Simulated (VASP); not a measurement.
# Rb in VASP: notebook

Runs on Rb. Level: PBE. Tasks: single point.

All numbers are computed with VASP 6.6.1; they aren't measurements. Logs are shortened: lines on timing, memory, paths and dates and some standing lists are left out, and cuts for length are marked.

## 1. The cell of the first run

The structure is cubic, space group Im-3m (No. 229). The conventional cell has a = 5.605 Å, b = 5.605 Å, c = 5.605 Å, α = 90.00°, β = 90.00°, γ = 90.00°.

## 2. Single point, PBE

Input file INCAR:

```
PREC = Accurate ; ENCUT = 500
EDIFF = 1E-6 ; ISMEAR = -1
SIGMA = 0.05 ; LREAL = False
LASPH = True ; NELM = 120
ALGO = Normal ; ISIF = 2
LWAVE = False ; LCHARG = False
GGA = PE ; NBANDS = 10
GGA_COMPAT = False
```

Input file KPOINTS:

```
Automatic mesh
0
Gamma
  6 6 6
```

Input file POSCAR:

```
Rb
1.0
   -2.8025000000      2.8025000000      2.8025000000
    2.8025000000     -2.8025000000      2.8025000000
    2.8025000000      2.8025000000     -2.8025000000
Rb
1
Direct
    0.0000000000      0.0000000000      0.0000000000
```

Potentials or basis: VASP PAW PBE potentials, release 64 (Rb_sv).

The run is started by

```console
> cat potpaw_PBE.64/Rb_sv/POTCAR > POTCAR
> mpirun -np 1 vasp_std > vasp.out
```

OUTCAR:

```text
PREC = Accurate
   ENCUT = 500
   EDIFF = 1E-6
   ISMEAR = -1
   LREAL = False
   LASPH = True
   NELM = 120
   ISIF = 2
   GGA = PE

 ion  position               nearest neighbor table
   1  0.000  0.000  0.000-

  LATTYP: Found a body centered cubic cell.
 ALAT       =     5.6050000000

  Lattice vectors:

 A1 = (  -2.8025000000,   2.8025000000,   2.8025000000)
 A2 = (   2.8025000000,  -2.8025000000,   2.8025000000)
 A3 = (   2.8025000000,   2.8025000000,  -2.8025000000)

Analysis of symmetry for initial positions (statically):
=====================================================================
 Subroutine PRICEL returns:
 Original cell was already a primitive cell.

 Routine SETGRP: Setting up the symmetry group for a
 body centered cubic supercell.

 Subroutine GETGRP returns: Found 48 space group operations
 (whereof 48 operations were pure point group operations)
 out of a pool of 48 trial point group operations.

The static configuration has the point symmetry O_h .

Analysis of symmetry for dynamics (positions and initial velocities):
=====================================================================
 Subroutine PRICEL returns:
 Original cell was already a primitive cell.

 Routine SETGRP: Setting up the symmetry group for a
 body centered cubic supercell.

 Subroutine GETGRP returns: Found 48 space group operations
 (whereof 48 operations were pure point group operations)
 out of a pool of 48 trial point group operations.

The dynamic configuration has the point symmetry O_h .

 Subroutine INISYM returns: Found 48 space group operations
 (whereof 48 operations are pure point group operations),
 and found     1 'primitive' translations

----------------------------------------------------------------------------------------

                                     Primitive cell

  volume of cell :      88.0434

  direct lattice vectors                    reciprocal lattice vectors
    -2.802500000  2.802500000  2.802500000     0.000000000  0.178412132  0.178412132
     2.802500000 -2.802500000  2.802500000     0.178412132  0.000000000  0.178412132
     2.802500000  2.802500000 -2.802500000     0.178412132  0.178412132  0.000000000

  length of vectors
     4.854072388  4.854072388  4.854072388     0.252312857  0.252312857  0.252312857

  position of ions in fractional coordinates (direct lattice)
     0.000000000  0.000000000  0.000000000

  ion indices of the primitive-cell ions
   primitive index   ion index
                 1           1

----------------------------------------------------------------------------------------

 KPOINTS: Automatic mesh

Automatic generation of k-mesh.
 Grid dimensions read from file:
 generate k-points for:    6    6    6

 Generating k-lattice:

  Cartesian coordinates                     Fractional coordinates (reciprocal lattice)
     0.000000000  0.029735355  0.029735355     0.166666667  0.000000000  0.000000000
     0.029735355  0.000000000  0.029735355     0.000000000  0.166666667  0.000000000
     0.029735355  0.029735355  0.000000000     0.000000000  0.000000000  0.166666667

  Length of vectors
     0.042052143  0.042052143  0.042052143

  Shift w.r.t. Gamma in fractional coordinates (k-lattice)
     0.000000000  0.000000000  0.000000000

 Subroutine IBZKPT returns following result:
 ===========================================

 Found     16 irreducible k-points:

 Following reciprocal coordinates:
            Coordinates               Weight
  0.000000  0.000000  0.000000      1.000000
  0.166667  0.000000  0.000000     12.000000
  0.333333  0.000000  0.000000     12.000000
  0.500000  0.000000  0.000000      6.000000
  0.166667  0.166667  0.000000     24.000000
  0.333333  0.166667 -0.000000     48.000000
[... 8 lines left out ...]
  0.500000  0.500000  0.333333     12.000000
  0.500000  0.500000  0.500000      1.000000
   k-points           NKPTS =     16   k-points in BZ     NKDIM =     16   number of bands    NBANDS=     10
   number of dos      NEDOS =    301   number of ions     NIONS =      1
   total plane-waves  NPLWV =  46656
   dimension x,y,z NGX =    36 NGY =   36 NGZ =   36
   dimension x,y,z NGXF=    72 NGYF=   72 NGZF=   72
   ions per type =               1
   NGX,Y,Z   is equivalent  to a cutoff of  12.33, 12.33, 12.33 a.u.
   NGXF,Y,Z  is equivalent  to a cutoff of  24.66, 24.66, 24.66 a.u.
 SYSTEM =  unknown system
   PREC   = accura    normal or accurate (medium, high low for compatibility)
   ISTART =      0    job   : 0-new  1-cont  2-samecut
   ICHARG =      2    charge: 1-file 2-atom 10-const
   ISPIN  =      1    spin polarized calculation?
   LNONCOLLINEAR =      F non collinear calculations
   LSORBIT =      F    spin-orbit coupling
   LASPH  =      T    aspherical Exc in radial PAW
   ENCUT  =  500.0 eV  36.75 Ry    6.06 a.u.   8.85  8.85  8.85*2*pi/ulx,y,z
   NELM   =    120;   NELMIN=  2; NELMDL= -5     # of ELM steps
   EDIFF  = 0.1E-05   stopping-criterion for ELM
   LREAL  =      F    real-space projection
   EDIFFG = 0.1E-04   stopping-criterion for IOM
   NSW    =      0    number of steps for IOM
   IBRION =     -1    ionic relax: 0-MD 1-quasi-New 2-CG
   NFREE  =      0    steps in history (QN), initial steepest desc. (CG)
   ISIF   =      2    stress and relaxation
   ISYM   =      2    0-nonsym 1-usesym 2-fastsym
   POTIM  = 0.5000    time-step for ionic-motion
   TEBEG  =    0.0;   TEEND  =   0.0 temperature during run
   PSTRESS=    0.0 pullay stress
   NELECT =       9.0000    total number of electrons
   NUPDOWN=      -1.0000    fix difference up-down
   EMIN   =  10.00;   EMAX   =-10.00  energy-range for DOS
   EFERMI =   0.00;   METHOD = LEGACY
   ISMEAR =    -1;   SIGMA  =   0.05  broadening in eV -4-tet -1-fermi 0-gaus
   EFERMI_NEDOS =   21; number of points for ismear=-14 and -15
   IALGO  =     38    algorithm
   IMIX   =      4    mixing-type and parameters
     AMIX     =   0.40;   BMIX     =  1.00
     AMIX_MAG =   1.60;   BMIX_MAG =  1.00
  volume/ion in A,a.u.               =      88.04       594.15
  Fermi-wavevector in a.u.,A,eV,Ry     =   0.765462  1.446513  7.972081  0.585931
  Thomas-Fermi vector in A             =   1.865587
   LORBIT       =      0    0 simple, 1 ext, 2 COOP (PROOUT), +10 PAW based schemes
   GGA     = PE    functional components
   LHFCALC =     F    Hartree Fock is set to
   AEXX    =    0.0000 exact exchange contribution
   IVDW    =     0    specifies the selected vdW correction
   LEPSILON=     F    determine dielectric tensor
   LRPA    =     F    only Hartree local field effects (RPA)
 non-spin polarized calculation
  energy-cutoff  :      500.00
  volume of cell :       88.04
 maximum number of plane-waves:      2254
   NGX = 17   NGY = 17   NGZ = 17

 number of electron       9.0000000 magnetization

 Free energy of the ion-electron system (eV)
  ---------------------------------------------------
  ext. energy  EPLUGINS =         0.00000000
  ---------------------------------------------------
  free energy    TOTEN  =        -0.92632178 eV

  energy without entropy =       -0.91053619  energy(sigma->0) =       -0.91842899

 E-fermi :   0.1016     XC(G=0):  -5.5463

 val. band max:       -0.1152414957   @ k =   0.1667   0.1667   0.1667
 cond. band min:       0.1142381209   @ k =   0.3333   0.1667  -0.0000
 fundamental gap:      0.2294796166
 Fermi energy:         0.1016361775

 k-point     1 :       0.0000    0.0000    0.0000
  band No.  band energies     occupation
      1     -28.7976      2.00000
      2     -12.8366      2.00000
      3     -12.8366      2.00000
      4     -12.8366      2.00000
      5      -1.9287      2.00000
      6       3.7969      0.00000
      7       3.7969      0.00000
      8       3.7969      0.00000
      9       4.7540      0.00000
     10       4.7540      0.00000

 k-point     2 :       0.1667    0.0000    0.0000
  band No.  band energies     occupation
      1     -28.7964      2.00000
      2     -12.8639      2.00000
      3     -12.8455      2.00000
      4     -12.8366      2.00000
      5      -1.5957      2.00000
      6       3.2002      0.00000
      7       3.4076      0.00000
      8       4.1092      0.00000
      9       4.4868      0.00000
     10       4.6690      0.00000

 k-point     3 :       0.3333    0.0000    0.0000
  band No.  band energies     occupation
      1     -28.7939      2.00000
      2     -12.9175      2.00000
      3     -12.8633      2.00000
      4     -12.8366      2.00000
      5      -0.6874      2.00000
      6       1.9340      0.00000
      7       2.8808      0.00000
      8       4.6139      0.00000
      9       4.7794      0.00000
     10       5.0046      0.00000

 k-point     4 :       0.5000    0.0000    0.0000
  band No.  band energies     occupation
      1     -28.7927      2.00000
      2     -12.9437      2.00000
      3     -12.8722      2.00000
      4     -12.8366      2.00000
      5       0.3193      0.02541
      6       0.8914      0.00000
      7       2.6784      0.00000
      8       4.4113      0.00000
      9       5.3393      0.00000
     10       5.3889      0.00000
[... 118 lines left out ...]
 k-point    14 :      -0.3333    0.3333    0.3333
  band No.  band energies     occupation
      1     -28.7908      2.00000
      2     -12.9071      2.00000
      3     -12.8931      2.00000
      4     -12.8931      2.00000
      5       0.3581      0.01178
      6       1.8147      0.00000
      7       3.1899      0.00000
      8       3.1899      0.00000
      9       3.5856      0.00000
     10       5.3046      0.00000

 k-point    15 :       0.5000    0.5000    0.3333
  band No.  band energies     occupation
      1     -28.7898      2.00000
      2     -12.9208      2.00000
      3     -12.9030      2.00000
      4     -12.8943      2.00000
      5       1.1641      0.00000
      6       1.2882      0.00000
      7       2.7170      0.00000
      8       3.2279      0.00000
      9       3.9220      0.00000
     10       5.7877      0.00000

 k-point    16 :       0.5000    0.5000    0.5000
  band No.  band energies     occupation
      1     -28.7888      2.00000
      2     -12.9131      2.00000
      3     -12.9131      2.00000
      4     -12.9131      2.00000
      5       1.3233      0.00000
      6       1.3233      0.00000
      7       3.4245      0.00000
      8       3.4245      0.00000
      9       3.4245      0.00000
     10       5.0608      0.00000

------------------------ aborting loop because EDIFF is reached ----------------------------------------

  FORCE on cell =-STRESS in cart. coord.  units (eV):
  Direction    XX          YY          ZZ          XY          YZ          ZX
  --------------------------------------------------------------------------------------
  -------------------------------------------------------------------------------------
  Total        0.0666062      0.0666062      0.0666062      0.0000000      0.0000000      0.0000000
  in kB        1.2120719      1.2120719      1.2120719      0.0000000      0.0000000      0.0000000
  external PRESSURE =       1.2120719 kB  Pullay stress =       0.0000000 kB

 VOLUME and BASIS-vectors are now :
 -----------------------------------------------------------------------------
  energy-cutoff  :      500.00
  volume of cell :       88.04
      direct lattice vectors                 reciprocal lattice vectors
    -2.802500000  2.802500000  2.802500000     0.000000000  0.178412132  0.178412132
     2.802500000 -2.802500000  2.802500000     0.178412132  0.000000000  0.178412132
     2.802500000  2.802500000 -2.802500000     0.178412132  0.178412132  0.000000000

 POSITION                                       TOTAL-FORCE (eV/Angst)
 -----------------------------------------------------------------------------------
      0.00000      0.00000      0.00000         0.000000     -0.000000      0.000000
 -----------------------------------------------------------------------------------
    total drift:                               -0.000000      0.000000      0.000000

  FREE ENERGIE OF THE ION-ELECTRON SYSTEM (eV)
  ---------------------------------------------------
  free  energy   TOTEN  =        -0.9263217832 eV

  energy  without entropy=       -0.9105361918  energy(sigma->0) =       -0.91842899
```

It took 13 s on 1 thread of Intel Xeon 8259CL, shared host; peak memory 0.2 GiB.

What came out:

```
Free energy            : -0.9263 eV
Pressure               : 0.1 GPa
Band gap on the k mesh : zero (an odd number of electrons rules out a gap without spin polarisation)
```

Levels at points of the mesh, in eV from the Fermi level:
| k point | band 1 | band 2 | band 3 | band 4 | band 5 | band 6 | band 7 | band 8 | band 9 |
| --- | --- | --- | --- | --- | --- | --- | --- | --- | --- |
| (0.00, 0.00, 0.00) | -28.90 | -12.94 | -12.94 | -12.94 | -2.03 | 3.70 | 3.70 | 3.70 | 4.65 |
| (0.50, 0.00, 0.00) | -28.89 | -13.05 | -12.97 | -12.94 | 0.22 | 0.79 | 2.58 | 4.31 | 5.24 |
| (0.50, 0.50, 0.50) | -28.89 | -13.01 | -13.01 | -13.01 | 1.22 | 1.22 | 3.32 | 3.32 | 3.32 |

(Continued in part 2 of 2.)
